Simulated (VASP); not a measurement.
# Al2O3 (R-3c) in VASP: a series of runs

Runs on Al2O3. Level: PBEsol. Tasks: single point.

Everything below comes from runs of VASP 6.6.1. Logs are shortened: lines on timing, memory, paths and dates and some standing lists are left out, and cuts for length are marked.

## Step 1: The cell of the first run

Symmetry: R-3c, No. 167, trigonal system. The conventional cell has a = 5.007 Å, b = 5.007 Å, c = 11.829 Å, α = 90.00°, β = 90.00°, γ = 120.00°. Al (site symmetry 3) has 6 O at 1.92 Å and 1 Al at 2.32 Å within 2.5 Å. O (site symmetry 2) has 4 Al at 1.92 Å within 2.5 Å.

## Step 2: Single point, PBEsol (c/a of the conventional cell at fixed volume 2.3627)

Input file INCAR:

```
PREC = Accurate
ENCUT = 520
EDIFF = 1E-6
ISMEAR = 0
SIGMA = 0.05
LREAL = F
LASPH = T
NELM = 60
ALGO = Normal
ISIF = 2
LWAVE = F
LCHARG = F
GGA = PS
NBANDS = 35
```

Input file KPOINTS:

```
regular mesh
0
Gamma
  6 6 6
```

Input file POSCAR:

```
Al2O3
1.0
    2.5032663946      1.4452615268      3.9429783403
   -2.5032663946      1.4452615268      3.9429783403
    0.0000000000     -2.8905230535      3.9429783403
Al O
4 6
Direct
    0.8481927811      0.8481927811      0.8481927811
    0.6518072189      0.6518072189      0.6518072189
    0.1518072189      0.1518072189      0.1518072189
    0.3481927811      0.3481927811      0.3481927811
    0.0558571577      0.4441428423      0.7500000000
    0.7500000000      0.0558571577      0.4441428423
    0.4441428423      0.7500000000      0.0558571577
    0.9441428423      0.5558571577      0.2500000000
    0.2500000000      0.9441428423      0.5558571577
    0.5558571577      0.2500000000      0.9441428423
```

Potentials or basis: VASP PAW PBE potentials, release 64 (Al, O).

Run with:

```
$ cat potpaw_PBE.64/Al/POTCAR potpaw_PBE.64/O/POTCAR > POTCAR
$ mpirun -np 1 vasp_std > vasp.out
```

OUTCAR:

```text
PREC = Accurate
   ENCUT = 520
   EDIFF = 1E-6
   ISMEAR = 0
   LREAL = F
   LASPH = T
   NELM = 60
   ISIF = 2
   GGA = PS

 ion  position               nearest neighbor table
   1  0.848  0.848  0.848-   8 1.92   9 1.92  10 1.92   6 1.92   5 1.92   7 1.92   2 2.32   3 2.91
                             3 2.91   3 2.91   2 3.31   2 3.31   2 3.31
   2  0.652  0.652  0.652-   8 1.92  10 1.92   9 1.92   7 1.92   5 1.92   6 1.92   1 2.32   4 2.91
                             4 2.91   4 2.91   1 3.31   1 3.31   1 3.31
   3  0.152  0.152  0.152-   5 1.92   6 1.92   7 1.92   9 1.92   8 1.92  10 1.92   4 2.32   1 2.91
                             1 2.91   1 2.91   4 3.31   4 3.31   4 3.31
   4  0.348  0.348  0.348-   5 1.92   7 1.92   6 1.92  10 1.92   8 1.92   9 1.92   3 2.32   2 2.91
                             2 2.91   2 2.91   3 3.31   3 3.31   3 3.31
   5  0.056  0.444  0.750-   3 1.92   4 1.92   1 1.92   2 1.92
   6  0.750  0.056  0.444-   3 1.92   4 1.92   1 1.92   2 1.92
   7  0.444  0.750  0.056-   4 1.92   3 1.92   2 1.92   1 1.92
   8  0.944  0.556  0.250-   1 1.92   2 1.92   3 1.92   4 1.92
   9  0.250  0.944  0.556-   1 1.92   2 1.92   3 1.92   4 1.92
  10  0.556  0.250  0.944-   2 1.92   1 1.92   4 1.92   3 1.92

  LATTYP: Found a trigonal (rhomboedric) cell.
 ALAT       =     4.8889878007
 COS(alpha) =     0.4756681651

  Lattice vectors:

 A1 = (   2.5032663946,   1.4452615268,   3.9429783403)
 A2 = (  -2.5032663946,   1.4452615268,   3.9429783403)
 A3 = (   0.0000000000,  -2.8905230535,   3.9429783403)

Analysis of symmetry for initial positions (statically):
=====================================================================
 Subroutine PRICEL returns:
 Original cell was already a primitive cell.

 Routine SETGRP: Setting up the symmetry group for a
 trigonal (rhombohedral) supercell.

 Subroutine GETGRP returns: Found 12 space group operations
 (whereof  6 operations were pure point group operations)
 out of a pool of 12 trial point group operations.

The static configuration has the point symmetry S_6 .
 The point group associated with its full space group is D_3d.

Analysis of symmetry for dynamics (positions and initial velocities):
=====================================================================
 Subroutine PRICEL returns:
 Original cell was already a primitive cell.

 Routine SETGRP: Setting up the symmetry group for a
 trigonal (rhombohedral) supercell.

 Subroutine GETGRP returns: Found 12 space group operations
 (whereof  6 operations were pure point group operations)
 out of a pool of 12 trial point group operations.

The dynamic configuration has the point symmetry S_6 .
 The point group associated with its full space group is D_3d.

 Subroutine INISYM returns: Found 12 space group operations
 (whereof  6 operations are pure point group operations),
 and found     1 'primitive' translations

----------------------------------------------------------------------------------------

                                     Primitive cell

  volume of cell :      85.5912

  direct lattice vectors                    reciprocal lattice vectors
     2.503266395  1.445261527  3.942978340     0.199739029  0.115319382  0.084538464
    -2.503266395  1.445261527  3.942978340    -0.199739029  0.115319382  0.084538464
     0.000000000 -2.890523053  3.942978340     0.000000000 -0.230638765  0.084538464

  length of vectors
     4.888987801  4.888987801  4.888987801     0.245644035  0.245644035  0.245644035

  position of ions in fractional coordinates (direct lattice)
     0.848192781  0.848192781  0.848192781
     0.651807219  0.651807219  0.651807219
     0.151807219  0.151807219  0.151807219
     0.348192781  0.348192781  0.348192781
     0.055857158  0.444142842  0.750000000
     0.750000000  0.055857158  0.444142842
     0.444142842  0.750000000  0.055857158
     0.944142842  0.555857158  0.250000000
     0.250000000  0.944142842  0.555857158
     0.555857158  0.250000000  0.944142842

  ion indices of the primitive-cell ions
   primitive index   ion index
                 1           1
                 2           2
                 3           3
                 4           4
                 5           5
                 6           6
                 7           7
                 8           8
                 9           9
                10          10

----------------------------------------------------------------------------------------

 KPOINTS: regular mesh

Automatic generation of k-mesh.
 Grid dimensions read from file:
 generate k-points for:    6    6    6

 Generating k-lattice:

  Cartesian coordinates                     Fractional coordinates (reciprocal lattice)
     0.033289838  0.019219897  0.014089744     0.166666667  0.000000000 -0.000000000
    -0.033289838  0.019219897  0.014089744     0.000000000  0.166666667 -0.000000000
     0.000000000 -0.038439794  0.014089744     0.000000000  0.000000000  0.166666667

  Length of vectors
     0.040940672  0.040940672  0.040940672

  Shift w.r.t. Gamma in fractional coordinates (k-lattice)
     0.000000000  0.000000000  0.000000000

 Subroutine IBZKPT returns following result:
 ===========================================

 Found     32 irreducible k-points:

 Following reciprocal coordinates:
            Coordinates               Weight
  0.000000  0.000000  0.000000      1.000000
  0.166667  0.000000  0.000000      6.000000
  0.333333  0.000000  0.000000      6.000000
  0.500000  0.000000 -0.000000      3.000000
  0.166667  0.166667  0.000000      6.000000
  0.333333  0.166667  0.000000     12.000000
[... 16 lines left out ...]
  0.500000  0.500000  0.166667      6.000000
 -0.333333  0.500000  0.166667     12.000000
 [... further k-points ...]
   k-points           NKPTS =     32   k-points in BZ     NKDIM =     32   number of bands    NBANDS=     35
   number of dos      NEDOS =    301   number of ions     NIONS =     10
   total plane-waves  NPLWV =  46656
   dimension x,y,z NGX =    36 NGY =   36 NGZ =   36
   dimension x,y,z NGXF=    72 NGYF=   72 NGZF=   72
   ions per type =               4   6
   NGX,Y,Z   is equivalent  to a cutoff of  12.24, 12.24, 12.24 a.u.
   NGXF,Y,Z  is equivalent  to a cutoff of  24.48, 24.48, 24.48 a.u.
 SYSTEM =  unknown system
   PREC   = accura    normal or accurate (medium, high low for compatibility)
   ISTART =      0    job   : 0-new  1-cont  2-samecut
   ICHARG =      2    charge: 1-file 2-atom 10-const
   ISPIN  =      1    spin polarized calculation?
   LNONCOLLINEAR =      F non collinear calculations
   LSORBIT =      F    spin-orbit coupling
   LASPH  =      T    aspherical Exc in radial PAW
   ENCUT  =  520.0 eV  38.22 Ry    6.18 a.u.   9.09  9.09  9.09*2*pi/ulx,y,z
   NELM   =     60;   NELMIN=  2; NELMDL= -5     # of ELM steps
   EDIFF  = 0.1E-05   stopping-criterion for ELM
   LREAL  =      F    real-space projection
   EDIFFG = 0.1E-04   stopping-criterion for IOM
   NSW    =      0    number of steps for IOM
   IBRION =     -1    ionic relax: 0-MD 1-quasi-New 2-CG
   NFREE  =      0    steps in history (QN), initial steepest desc. (CG)
   ISIF   =      2    stress and relaxation
   ISYM   =      2    0-nonsym 1-usesym 2-fastsym
   POTIM  = 0.5000    time-step for ionic-motion
   TEBEG  =    0.0;   TEEND  =   0.0 temperature during run
   PSTRESS=    0.0 pullay stress
   NELECT =      48.0000    total number of electrons
   NUPDOWN=      -1.0000    fix difference up-down
   EMIN   =  10.00;   EMAX   =-10.00  energy-range for DOS
   EFERMI =   0.00;   METHOD = LEGACY
   ISMEAR =     0;   SIGMA  =   0.05  broadening in eV -4-tet -1-fermi 0-gaus
   EFERMI_NEDOS =   21; number of points for ismear=-14 and -15
   IALGO  =     38    algorithm
   IMIX   =      4    mixing-type and parameters
     AMIX     =   0.40;   BMIX     =  1.00
     AMIX_MAG =   1.60;   BMIX_MAG =  1.00
  volume/ion in A,a.u.               =       8.56        57.76
  Fermi-wavevector in a.u.,A,eV,Ry     =   1.350037  2.551199 24.797961  1.822599
  Thomas-Fermi vector in A             =   2.477574
   LORBIT       =      0    0 simple, 1 ext, 2 COOP (PROOUT), +10 PAW based schemes
   GGA     = PS    functional components
   LHFCALC =     F    Hartree Fock is set to
   AEXX    =    0.0000 exact exchange contribution
   IVDW    =     0    specifies the selected vdW correction
   LEPSILON=     F    determine dielectric tensor
   LRPA    =     F    only Hartree local field effects (RPA)
 non-spin polarized calculation
 Gauss-broadening in eV      SIGMA  =   0.05
  energy-cutoff  :      520.00
  volume of cell :       85.59
 maximum number of plane-waves:      2342
   NGX = 19   NGY = 19   NGZ = 19

 number of electron      47.9999970 magnetization

 Free energy of the ion-electron system (eV)
  ---------------------------------------------------
  ext. energy  EPLUGINS =         0.00000000
  ---------------------------------------------------
  free energy    TOTEN  =       -76.87981396 eV

  energy without entropy =      -76.87981396  energy(sigma->0) =      -76.87981396

 E-fermi :   6.9494     XC(G=0): -11.9127

 val. band max:        6.7326603093   @ k =   0.0000   0.0000   0.0000
 cond. band min:      11.4733592877   @ k =   0.0000   0.0000   0.0000
 fundamental gap:      4.7406989784
 Fermi energy:         6.9494276634

 k-point     1 :       0.0000    0.0000    0.0000
  band No.  band energies     occupation
      1     -13.1845      2.00000
      2     -10.6790      2.00000
      3     -10.6790      2.00000
      4     -10.2222      2.00000
      5     -10.2200      2.00000
      6     -10.2200      2.00000
[... 27 lines left out ...]
     34      18.7031      0.00000
     35      20.1998      0.00000

 k-point     2 :       0.1667    0.0000    0.0000
  band No.  band energies     occupation
      1     -13.0497      2.00000
      2     -10.9101      2.00000
      3     -10.6826      2.00000
      4     -10.2852      2.00000
      5     -10.1969      2.00000
      6     -10.1859      2.00000
[... 27 lines left out ...]
     34      19.1779      0.00000
     35      19.7202      0.00000

 k-point     3 :       0.3333    0.0000    0.0000
  band No.  band energies     occupation
      1     -12.6650      2.00000
      2     -11.4504      2.00000
      3     -10.6614      2.00000
      4     -10.4326      2.00000
      5     -10.1581      2.00000
      6     -10.1498      2.00000
[... 27 lines left out ...]
     34      19.5881      0.00000
     35      20.0460      0.00000

 k-point     4 :       0.5000    0.0000   -0.0000
  band No.  band energies     occupation
      1     -12.0929      2.00000
      2     -12.0929      2.00000
      3     -10.5763      2.00000
      4     -10.5763      2.00000
      5     -10.1400      2.00000
      6     -10.1400      2.00000
[... 27 lines left out ...]
     34      18.5916      0.00000
     35      20.0415      0.00000

 k-point     5 :       0.1667    0.1667    0.0000
  band No.  band energies     occupation
      1     -13.0008      2.00000
      2     -10.8012      2.00000
      3     -10.7652      2.00000
      4     -10.3509      2.00000
      5     -10.2884      2.00000
      6     -10.1641      2.00000
[... 638 lines left out ...]
 k-point    22 :      -0.1667    0.3333    0.1667
  band No.  band energies     occupation
      1     -12.3653      2.00000
      2     -11.3917      2.00000
      3     -10.9804      2.00000
      4     -10.6935      2.00000
      5     -10.2093      2.00000
      6     -10.0663      2.00000
[... 27 lines left out ...]
     34      19.3276      0.00000
     35      19.6485      0.00000

 k-point    23 :       0.5000    0.5000    0.1667
  band No.  band energies     occupation
      1     -12.0793      2.00000
      2     -11.2056      2.00000
      3     -11.1308      2.00000
      4     -10.9903      2.00000
      5     -10.3835      2.00000
      6     -10.0942      2.00000
[... 27 lines left out ...]
     34      19.0424      0.00000
     35      19.3006      0.00000

 k-point    24 :      -0.3333    0.5000    0.1667
  band No.  band energies     occupation
      1     -11.8713      2.00000
      2     -11.4736      2.00000
      3     -11.2129      2.00000
      4     -10.9955      2.00000
      5     -10.2605      2.00000
      6     -10.0722      2.00000
[... 27 lines left out ...]
     34      19.0850      0.00000
     35      19.2635      0.00000

 [... further k-points ...]

------------------------ aborting loop because EDIFF is reached ----------------------------------------

  FORCE on cell =-STRESS in cart. coord.  units (eV):
  Direction    XX          YY          ZZ          XY          YZ          ZX
  --------------------------------------------------------------------------------------
  -------------------------------------------------------------------------------------
  Total      -10.0391288    -10.0391288     22.4890688      0.0000000      0.0000000     -0.0000000
  in kB     -187.9219266   -187.9219266    420.9717014      0.0000000      0.0000000     -0.0000000
  external PRESSURE =      15.0426161 kB  Pullay stress =       0.0000000 kB

 VOLUME and BASIS-vectors are now :
 -----------------------------------------------------------------------------
  energy-cutoff  :      520.00
  volume of cell :       85.59
      direct lattice vectors                 reciprocal lattice vectors
     2.503266395  1.445261527  3.942978340     0.199739029  0.115319382  0.084538464
    -2.503266395  1.445261527  3.942978340    -0.199739029  0.115319382  0.084538464
     0.000000000 -2.890523053  3.942978340     0.000000000 -0.230638765  0.084538464

 POSITION                                       TOTAL-FORCE (eV/Angst)
 -----------------------------------------------------------------------------------
      0.00000      0.00000     10.03322         0.000000      0.000000      2.738418
      0.00000      0.00000      7.71019         0.000000     -0.000000     -2.738418
      0.00000      0.00000      1.79572         0.000000     -0.000000     -2.738418
      0.00000      0.00000      4.11875         0.000000      0.000000      2.738418
     -0.97198     -1.44526      4.92872        -0.181733      0.000000      0.000000
      1.73762     -0.11913      4.92872         0.090867     -0.157386      0.000000
     -0.76564      1.56439      4.92872         0.090867      0.157386      0.000000
      0.97198      1.44526      6.90021         0.181733      0.000000      0.000000
     -1.73762      0.11913      6.90021        -0.090867      0.157386      0.000000
      0.76564     -1.56439      6.90021        -0.090867     -0.157386      0.000000
 -----------------------------------------------------------------------------------
    total drift:                               -0.000000      0.000000     -0.000000

  FREE ENERGIE OF THE ION-ELECTRON SYSTEM (eV)
  ---------------------------------------------------
  free  energy   TOTEN  =       -76.8798139593 eV

  energy  without entropy=      -76.8798139593  energy(sigma->0) =      -76.87981396
```

Wall time 52 s (1 thread of AMD EPYC 9R45 (Zen 5), shared host); peak memory 0.2 GiB.

What came out:

```yaml
Free_energy: -76.8798 eV
Pressure: 1.5 GPa
Largest_force: 2.738 eV/Å
Band_gap_on_the_k_mesh: 4.74 eV, direct
```

Forces in eV/Å, atoms in the order of the input:
```
Al   0.000  0.000  2.738
Al   0.000  0.000 -2.738
Al   0.000  0.000 -2.738
Al   0.000  0.000  2.738
O   -0.182  0.000  0.000
O    0.091 -0.157  0.000
O    0.091  0.157  0.000
O    0.182  0.000  0.000
O   -0.091  0.157  0.000
O   -0.091 -0.157  0.000
```

Stress tensor (GPa, compression positive):
```
-18.79   0.00   0.00
  0.00 -18.79   0.00
  0.00   0.00  42.10
```

Levels at points of the mesh, in eV from the valence-band top:
```
           k point  band 22  band 23  band 24  band 25  band 26  band 27
(0.00, 0.00, 0.00)    -0.99    -0.99     0.00     4.74     7.07     9.27
(0.50, 0.00, 0.00)    -1.31    -0.71    -0.71     7.71     7.71     8.75
(0.50, 0.50, 0.00)    -1.60    -1.12    -0.56     7.45     8.15     8.48
(0.50, 0.50, 0.50)    -1.48    -1.48    -1.48     7.04     7.04     9.83
```

Caveat: the PAW data sets were made with another functional, which shifts forces and pressure a little. A k mesh can miss the band edges.

(Continued in part 2 of 2.)
